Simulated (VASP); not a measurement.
Wanted: the native input for a VASP 6.6.1 run.

| Item | Value |
| --- | --- |
| Task | single point |
| Functional | PBEsol |
| Potentials or basis | VASP PAW PBE potentials, release 64 (Ta_pv) |
| Cutoff | 520 eV |
| k mesh | 20 × 20 × 20 |
| Occupations | gaussian, width 0.15 eV |
| Spin | no spin polarisation |
| Dipole correction | no |
| Further INCAR settings | ALGO = Normal; EDIFF = 1e-06; NBANDS = 12 |

The structure of Ta lies in POSCAR:

```
Ta
1.0
   -1.6925620000      1.6925620000      1.6512800000
    1.6925620000     -1.6925620000      1.6512800000
    1.6925620000      1.6925620000     -1.6512800000
Ta
1
Direct
    0.0000000000      0.0000000000      0.0000000000
```

This cell differs from its parent crystal: strain +0.025 along x and y, +0.000 along z.

One way to write it, as run:

INCAR

```
PREC = Accurate ; ENCUT = 520
EDIFF = 1E-6 ; ISMEAR = 0
SIGMA = 0.15 ; LREAL = False
LASPH = True ; NELM = 80
ALGO = Normal ; ISIF = 2
LWAVE = False ; LCHARG = False
GGA = PS ; NBANDS = 12
```

KPOINTS

```
regular mesh
0
Gamma
  20 20 20
```

Potentials or basis: VASP PAW PBE potentials, release 64 (Ta_pv).

The run is started by

```console
$ cat potpaw_PBE.64/Ta_pv/POTCAR > POTCAR
$ mpirun -np 1 vasp_std > vasp.out
```

It gave:

```
Pressure               : -12.4 GPa
Band gap on the k mesh : zero (an odd number of electrons rules out a gap without spin polarisation)
```

Caveat: the cell differs from its parent crystal (strain +0.025 along x and y, +0.000 along z); the cell stands under tension; the PAW data sets were made with another functional, which shifts forces and pressure a little; spin-orbit coupling is left out, which moves the levels of the heavy elements.

Wall time 110 s on 1 thread of Intel Xeon 8259CL (shared host), peak memory 0.26 GiB.
